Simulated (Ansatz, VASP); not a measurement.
**Ge: VASP beside Ansatz**

The input INCAR:

```
SYSTEM = Ge
PREC = Accurate ; ENCUT = 600
EDIFF = 1E-7 ; ISMEAR = 0
SIGMA = 0.1 ; LREAL = .FALSE.
LASPH = .TRUE. ; NELM = 80
ALGO = Normal ; ISIF = 3
LWAVE = .FALSE. ; LCHARG = .FALSE.
GGA = PE ; IBRION = 2
NSW = 100 ; EDIFFG = -0.01
```

Contents of KPOINTS:

```
Automatic mesh
0
G
  20 20 20
  0 0 0
```

Contents of POSCAR:

```
Ge
1.0
    2.6894343716      0.0000000000      0.0000000000
    0.0000000000      2.6894343716      0.0000000000
    0.0000000000      0.0000000000      2.7664778188
Ge
1
Direct
    0.5000000000      0.5000000000      0.5000000000
```

Input for Ansatz:

```yaml
crystal:
  lattice:
    - [2.6894343716, 0.0, 0.0]
    - [0.0, 2.6894343716, 0.0]
    - [0.0, 0.0, 2.7664778188]
  atoms:
    - { symbol: Ge, position: [0.5, 0.5, 0.5] }
basis:
  ecutwfc: 420
kpoints:
  mp_grid: { grid: [20, 20, 20] }
hamiltonian:
  xc: pbe
scf:
  occupations: { method: gaussian, width: 0.1 }
output:
  forces: true
  stress: true
  eigenvalues: true
  write_density: true
  write_potential: true
  elf: true
  volumetric_format: npy
relax:
  adjacent_minimum: "off"
  f_tol: 0.01
  max_steps: 80
  cell: { stress_tol: 0.05 }
```

Alike in both runs: task relaxation of cell and atoms; functional PBE; k mesh 20 × 20 × 20; occupations gaussian, width 0.1 eV; no spin polarisation.

```csv
,VASP,Ansatz
version,VASP 6.6.1,Ansatz 0.2.0
potentials or method,"VASP PAW PBE potentials, release 64 (Ge_d), cutoff 600 eV","scalar-relativistic, plane waves, PAW"
valence electrons in the cell,14,14
```

```tsv
	VASP	Ansatz	Ansatz less VASP
gap on the k mesh at the Fermi level, each at its own relaxed structure (eV)	none	none	-
relaxed volume (Å³/atom)	19.94	19.92	-0.016
relaxed cell length with the largest relative difference (Å)	2.712	2.711	-0.0009
```

A gap of «none» marks a metal or a gap that the smearing closes.
